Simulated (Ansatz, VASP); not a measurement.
**One calculation of Ti, two programs**

```
Ti
1.0
     0.01269    2.03000    2.03000
     2.03000    0.01269    2.03000
     2.04269    2.04269    0.00000
Ti
1
Direct
  0.00000 0.00000 0.00000
```

Change from the starting cell: strain +0.0125 x Voigt [0, 0, 0, 0, 0, 1], atoms carried along.

Alike in both runs: task single point; functional r2SCAN; k mesh 20 × 20 × 20; occupations gaussian, width 0.15 eV; no spin polarisation.

|  | VASP | Ansatz |
| --- | --- | --- |
| version | VASP 6.6.1 | Ansatz 0.2.0 |
| potentials or method | VASP PAW PBE potentials, release 64 (Ti_sv), cutoff 520 eV | scalar-relativistic, plane waves, PAW |
| valence electrons in the cell | 12 | 12 |

Ansatz gave:

* gap on the k mesh at the Fermi level (eV): none
* pressure (GPa): 4.4
* traceless stress, the component that is largest in VASP (GPa): -0.86

Task: What did VASP give for the same quantities?

Result: gap on the k mesh at the Fermi level (eV): none; pressure (GPa): 4.9; traceless stress, the component that is largest in VASP (GPa): -0.87.

VASP's potentials were made for PBE, not for r2SCAN. A gap of «none» marks a metal or a gap that the smearing closes.
